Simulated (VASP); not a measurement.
A run of VASP 6.6.1 is set up as follows.

INCAR

```
  PREC = Accurate
  ENCUT = 520
  EDIFF = 1E-6
  ISMEAR = 0
  SIGMA = 0.05
  LREAL = F
  LASPH = T
  NELM = 150
  ALGO = Fast
  ISIF = 2
  LWAVE = F
  LCHARG = F
  ISPIN = 2
  MAGMOM = 0 0 0 0 0 0 2
  LORBIT = 11
  LDIPOL = T
  IDIPOL = 3
  DIPOL = 0.5 0.5 0.318
  GGA = PE
  NBANDS = 27
```

File KPOINTS:

```
Automatic mesh
0
Gamma
  7 5 1
```

The input POSCAR:

```
Si6C
1.0
    3.8675355695      0.0000000000      0.0000000000
    0.0000000000      5.4695212554      0.0000000000
    0.0000000000      0.0000000000     19.2238421873
Si C
6 1
Direct
    0.5000000000      0.0000000000      0.2080749499
    0.0000000000      0.2500000000      0.2080749499
    0.0000000000      0.5024402184      0.3062861000
    0.5000000000      0.7475597816      0.3062861000
    0.5000000000      0.0098635014      0.4017845190
    0.0000000000      0.2401364986      0.4017845190
    1.0000000000      0.6765301681      0.3964417632
```

Potentials or basis: VASP PAW PBE potentials, release 64 (Si, C).

Command:

```sh
$ cat potpaw_PBE.64/Si/POTCAR potpaw_PBE.64/C/POTCAR > POTCAR
$ mpirun -np 1 vasp_std > vasp.out
```

**Question.** Estimate the largest force.

**Answer.** 1.256 eV/Å.

**Question.** What does it give for the net moment?

**Answer.** 0.16 μB per cell.

**Question.** Predict the site moments.

**Answer.** Si +0.03, +0.00, +0.01 (each value once); C +0.01 μB.

Forces in eV/Å, atoms in the order of the input:
```
Si   0.000  0.623 -0.203
Si   0.000 -0.851 -0.281
Si   0.000  0.167 -0.110
Si   0.000  0.189 -0.066
Si   0.000 -0.804  0.143
Si   0.000  1.150  0.505
C    0.000 -0.474  0.011
```
